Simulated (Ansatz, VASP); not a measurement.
**One calculation of C, two programs**

```
C
1.0
     2.52210    0.00000    0.00000
    -1.26105    2.18420    0.00000
     0.00000    0.00000    8.23710
C
8
Direct
  0.66667 0.33333 0.84375
  0.33333 0.66667 0.34375
  0.66667 0.33333 0.65625
  0.33333 0.66667 0.15625
  0.00000 0.00000 0.90625
  0.00000 0.00000 0.40625
  0.00000 0.00000 0.59375
  0.00000 0.00000 0.09375
```

Alike in both runs: task relaxation of cell and atoms; functional r2SCAN; dispersion D3(BJ); k mesh 12 × 12 × 4; occupations fermi-dirac, width 0.05 eV; no spin polarisation.

|  | VASP | Ansatz |
| --- | --- | --- |
| version | VASP 6.6.1 | Ansatz 0.2.0 |
| potentials or method | VASP PAW PBE potentials, release 64 (C) | Ansatz PAW |
| plane-wave cutoff (eV) | 600 | 500 |
| valence electrons in the cell | 32 | 32 |

VASP gave:

- relaxed volume (Å³/atom): 5.62
- relaxed cell length with the largest relative difference (Å): 8.266

Question: Which values does Ansatz return?

Answer: Relaxed volume (Å³/atom): 5.61; relaxed cell length with the largest relative difference (Å): 8.264.

VASP's potentials were made for PBE, not for r2SCAN.

Noted on Ansatz's run: the plane-wave basis is chosen anew once the cell has moved, so the energies of steps on either side of that aren't comparable.
